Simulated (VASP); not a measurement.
# KZrCl3 (Pm-3m) in VASP: a series of runs, part 2 of 2

VASP 6.6.1. Earlier steps stand in the parts before.

**3. Single point, r2SCAN**

File POSCAR:

```
KZrCl3
1.0
    5.1209908896      0.0000000000      0.0000000000
    0.0000000000      5.1209908896      0.0000000000
    0.0000000000      0.0000000000      5.1209908896
K Zr Cl
1 1 3
Direct
    0.0000000000      0.0000000000      0.0000000000
    0.5000000000      0.5000000000      0.5000000000
    0.0000000000      0.5000000000      0.5000000000
    0.5000000000      0.5000000000      0.0000000000
    0.5000000000      0.0000000000      0.5000000000
```

File INCAR.step1:

```
PREC     = Accurate       # precision mode
ENCUT    = 520            # plane-wave cutoff, eV
ISMEAR   = 0              # smearing method
SIGMA    = 0.1            # smearing width, eV
LREAL    = False          # projectors in reciprocal space
LASPH    = True           # aspherical terms in the spheres
NELM     = 80             # most SCF steps
NBANDS   = 29             # bands
GGA      = PE             # functional
ALGO     = Normal         # electronic algorithm
EDIFF    = 1E-4           # SCF threshold, eV
LWAVE    = True           # write WAVECAR
LCHARG   = False          # write CHGCAR
```

File INCAR.step2:

```
PREC     = Accurate       # precision mode
ENCUT    = 520            # plane-wave cutoff, eV
EDIFF    = 1E-6           # SCF threshold, eV
ISMEAR   = 0              # smearing method
SIGMA    = 0.1            # smearing width, eV
LREAL    = False          # projectors in reciprocal space
LASPH    = True           # aspherical terms in the spheres
NELM     = 80             # most SCF steps
ALGO     = Normal         # electronic algorithm
ISIF     = 2              # what is computed and relaxed
LWAVE    = False          # write WAVECAR
LCHARG   = False          # write CHGCAR
METAGGA  = R2SCAN         # meta-GGA
LMIXTAU  = True         
NBANDS   = 29             # bands
ISTART   = 1
```

File KPOINTS:

```
Automatic mesh
0
Gamma
  8 8 8
```

Potentials or basis: VASP PAW PBE potentials, release 64 (K_sv, Zr_sv, Cl).

Run with:

```bash
$ cat potpaw_PBE.64/K_sv/POTCAR potpaw_PBE.64/Zr_sv/POTCAR potpaw_PBE.64/Cl/POTCAR > POTCAR
$ cp INCAR.step1 INCAR
$ mpirun -np 1 vasp_std > vasp.out
$ cp INCAR.step2 INCAR
$ mpirun -np 1 vasp_std > vasp.out
```

OUTCAR:

```text
PREC = Accurate
   ENCUT = 520
   EDIFF = 1E-6
   ISMEAR = 0
   LREAL = False
   LASPH = True
   NELM = 80
   ISIF = 2
   METAGGA = R2SCAN
   ISTART = 1

 ion  position               nearest neighbor table
   1  0.000  0.000  0.000-
   2  0.500  0.500  0.500-   3 2.56   4 2.56   5 2.56   4 2.56   5 2.56   3 2.56
   3  0.000  0.500  0.500-   2 2.56   2 2.56
   4  0.500  0.500  0.000-   2 2.56   2 2.56
   5  0.500  0.000  0.500-   2 2.56   2 2.56

  LATTYP: Found a simple cubic cell.
 ALAT       =     5.1209908896

  Lattice vectors:

 A1 = (   5.1209908896,   0.0000000000,   0.0000000000)
 A2 = (   0.0000000000,   5.1209908896,   0.0000000000)
 A3 = (   0.0000000000,   0.0000000000,   5.1209908896)

Analysis of symmetry for initial positions (statically):
=====================================================================
 Subroutine PRICEL returns:
 Original cell was already a primitive cell.

 Routine SETGRP: Setting up the symmetry group for a
 simple cubic supercell.
[... 168 lines left out ...]
  ext. energy  EPLUGINS =         0.00000000
  ---------------------------------------------------
  free energy    TOTEN  =       -55.60550099 eV

  energy without entropy =      -55.60154378  energy(sigma->0) =      -55.60352238

 E-fermi :   5.4324     XC(G=0):  -8.9212

 val. band max:        5.2454729024   @ k =   0.2500   0.2500   0.1250
 cond. band min:       5.4520397033   @ k =   0.2500   0.2500   0.2500
 fundamental gap:      0.2065668009
 Fermi energy:         5.4323741858

 k-point     1 :       0.0000    0.0000    0.0000
  band No.  band energies     occupation
      1     -46.7139      2.00000
      2     -28.9863      2.00000
      3     -24.1770      2.00000
      4     -24.1770      2.00000
      5     -24.1770      2.00000
      6     -13.9936      2.00000
[... 757 lines left out ...]
     28       9.5126      0.00000
     29       9.9307      0.00000

 [... further k-points ...]
[... 5 lines left out ...]
  --------------------------------------------------------------------------------------
  -------------------------------------------------------------------------------------
  Total       -0.6270068     -0.6270068     -0.6270068      0.0000000      0.0000000      0.0000000
  in kB       -7.4803311     -7.4803311     -7.4803311      0.0000000      0.0000000      0.0000000
  external PRESSURE =      -7.4803311 kB  Pullay stress =       0.0000000 kB

 VOLUME and BASIS-vectors are now :
 -----------------------------------------------------------------------------
  energy-cutoff  :      520.00
  volume of cell :      134.30
      direct lattice vectors                 reciprocal lattice vectors
     5.120990890  0.000000000  0.000000000     0.195274708  0.000000000  0.000000000
     0.000000000  5.120990890  0.000000000     0.000000000  0.195274708  0.000000000
     0.000000000  0.000000000  5.120990890     0.000000000  0.000000000  0.195274708

 POSITION                                       TOTAL-FORCE (eV/Angst)
 -----------------------------------------------------------------------------------
      0.00000      0.00000      0.00000         0.000000      0.000000      0.000000
      2.56050      2.56050      2.56050         0.000000      0.000000      0.000000
      0.00000      2.56050      2.56050         0.000000      0.000000      0.000000
      2.56050      2.56050      0.00000         0.000000      0.000000      0.000000
      2.56050      0.00000      2.56050         0.000000      0.000000      0.000000
 -----------------------------------------------------------------------------------
    total drift:                                0.000000      0.000000     -0.000000

  FREE ENERGIE OF THE ION-ELECTRON SYSTEM (eV)
  ---------------------------------------------------
  free  energy   TOTEN  =       -55.6055009897 eV

  energy  without entropy=      -55.6015437795  energy(sigma->0) =      -55.60352238
```

OSZICAR.step1:

```text
N       E                     dE             d eps       ncg     rms          rms(c)
DAV:   1     0.350709368618E+03    0.35071E+03   -0.20397E+04  2030   0.133E+03
DAV:   2     0.408437680599E+01   -0.34662E+03   -0.33882E+03  2546   0.330E+02
DAV:   3    -0.221166294469E+02   -0.26201E+02   -0.26019E+02  3172   0.840E+01
DAV:   4    -0.232067561776E+02   -0.10901E+01   -0.10861E+01  3151   0.142E+01
DAV:   5    -0.232669909262E+02   -0.60235E-01   -0.60221E-01  2942   0.206E+00    0.122E+01
DAV:   6    -0.225707355188E+02    0.69626E+00   -0.18898E+00  2400   0.602E+00    0.636E+00
DAV:   7    -0.225330922809E+02    0.37643E-01   -0.30826E-01  3098   0.232E+00    0.254E+00
DAV:   8    -0.225262071179E+02    0.68852E-02   -0.57499E-02  2697   0.137E+00    0.305E-01
DAV:   9    -0.225259416426E+02    0.26548E-03   -0.61079E-03  2964   0.422E-01    0.126E-01
DAV:  10    -0.225262529460E+02   -0.31130E-03   -0.16750E-03  2457   0.231E-01    0.270E-02
DAV:  11    -0.225262716355E+02   -0.18690E-04   -0.98719E-05  2068   0.470E-02
   1 F= -.22526272E+02 E0= -.22524265E+02  d E =-.401383E-02
```

It took 4.3 min on 1 thread of Intel Xeon Platinum 8488C (Sapphire Rapids), shared host; peak memory 0.34 GiB.

Results:

- Free energy: -55.6055 eV
- Pressure: -0.7 GPa
- Band gap on the k mesh: zero (band 21 reaches 6.86 eV, above the bottom of band 22 at 4.37 eV)

Levels at points of the mesh, in eV from the Fermi level:
```
           k point  band 18  band 19  band 20  band 21  band 22  band 23  band 24  band 25
(0.00, 0.00, 0.00)    -5.91    -5.91    -5.91    -1.06    -1.06    -1.06     0.44     0.89
(0.50, 0.00, 0.00)    -6.38    -6.03    -6.03    -0.97     0.41     0.41     0.90     1.82
(0.50, 0.50, 0.00)    -6.56    -6.56    -5.52     0.46     0.46     1.34     1.36     3.54
(0.50, 0.50, 0.50)    -5.50    -5.50    -5.50     1.43     1.43     1.43     1.87     2.85
```

Caveat: the PAW data sets were made with another functional, which shifts forces and pressure a little.
